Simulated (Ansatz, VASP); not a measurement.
## ZnO, level by level in two programs

```xyz
2
Lattice="2.6882 0.0000 0.0000 0.0000 2.6882 0.0000 0.0000 0.0000 2.6882" Properties=species:S:1:pos:R:3 pbc="T T T"
Zn    0.0000    0.0000    0.0000
O     1.3441    1.3441    1.3441
```

Single points on this cell with VASP 6.6.1 and Ansatz 0.2.0. Each row is one pair of runs. Alike in all rows: spin: off; k mesh: 5 × 5 × 5; smearing: fermi-dirac, width 0.05 eV; VASP's potentials, cutoff: VASP PAW PBE potentials, release 64 (Zn, O), 520 eV.

```tsv
level	Ansatz's potentials, cutoff	gap on the k mesh at the Fermi level (eV), VASP	gap on the k mesh at the Fermi level (eV), Ansatz	least direct gap on the mesh (eV), VASP	least direct gap on the mesh (eV), Ansatz	pressure (GPa), VASP	pressure (GPa), Ansatz
r2SCAN0	Ansatz PAW, 500 eV	1.76	1.76	2.89	2.87	-11.9	-12.8
r2SCANh	Ansatz PAW, 500 eV	?	0.56	?	1.65	?	-10.2
r2SCAN50	Ansatz PAW, 500 eV	3.90	3.89	5.07	5.04	-15.6	-16.5
HF	Ansatz PAW, 420 eV	9.11	9.13	10.40	10.40	-5.9	-6.9
```

**Question.** Fill in what VASP gave in row 2.

**Answer.** gap on the k mesh at the Fermi level (eV): 0.55; least direct gap on the mesh (eV): 1.65; pressure (GPa): -9.3.

The k mesh is coarse, so the values compare programs but aren't converged. Noted on Ansatz's runs: odd divisions of the mesh miss points on the zone boundary, where band edges often lie, so the gap on the mesh can be too wide.
